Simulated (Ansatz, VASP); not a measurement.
**KC: VASP beside Ansatz**

```
K C
1.0
     2.86788    1.65577    8.56489
    -2.86788    1.65577    8.56489
     0.00000   -3.31155    8.56489
K C
3 3
Direct
  0.82644 0.82644 0.82644
  0.33223 0.33223 0.33223
  0.59801 0.59801 0.59801
  0.02779 0.77811 0.02779
  0.02779 0.02779 0.77811
  0.77811 0.02779 0.02779
```

Alike in both runs: functional PBE; k mesh 6 × 6 × 6; occupations gaussian, width 0.1 eV; no spin polarisation.

Ansatz relaxed the structure, and its values are those at the end. VASP's run is a single point on that final structure, the one shown.

|  | VASP | Ansatz |
| --- | --- | --- |
| version | VASP 6.6.1 | Ansatz 0.2.0 |
| potentials or method | VASP PAW PBE potentials, release 64 (K_sv, C), cutoff 520 eV | scalar-relativistic, plane waves, PAW |
| valence electrons in the cell | 39 | 39 |

|  | VASP | Ansatz | Ansatz less VASP |
| --- | --- | --- | --- |
| gap on the k mesh at the Fermi level (eV) | none | none | - |
| pressure (GPa) | 0.1 | 0.0 | -0.10 |
| rms of the force components (eV/Å) | 0.064 | 0.003 | -0.0611 |

A gap of «none» marks a metal or a gap that the smearing closes.
